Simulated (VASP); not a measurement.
Runs of VASP 6.6.1 on SnMo. The structure is that of space group F-43m (No. 216), or close to it. The cells are those of the table. 

```tsv
task	cell	k mesh	cutoff (eV)	gap on the mesh (eV)	pressure (GPa)	relaxed volume (Å³/atom)
single point	a = 4.358 Å, angles 60.0°, 2 atoms	6 × 6 × 6	520	none	0.1	-
single point	a = 3.998 Å, angles 60.0°, 2 atoms	6 × 6 × 6	520	none	(a)	-
relaxation of cell and atoms	relaxed from a = 3.998 Å, angles 60.0°, 2 atoms	6 × 6 × 6	600	none	0.1	29.30
relaxation of cell and atoms	relaxed from a = 4.358 Å, angles 60.0°, 2 atoms	16 × 16 × 16	600	none	0.0	29.32
single point	a = 4.360 Å, angles 60.0°, 2 atoms	16 × 16 × 16	520	none	0.0	-
```

Alike in all rows: level PBE; potentials or basis VASP PAW PBE potentials, release 64 (Sn_d, Mo_sv); no spin polarisation; smearing gaussian 0.1 eV.

Q: Fill in the values left out.

A: (a) 31.5.

Caveats: spin-orbit coupling is left out, which moves the levels of the heavy elements; the volume moved by over 15 % at a fixed basis, so the end points are rough (some runs).

A k mesh can miss the band edges, and the runs leave out spin-orbit coupling on Mo, Sn.

A gap of «none» marks levels without a gap at the run's occupations.
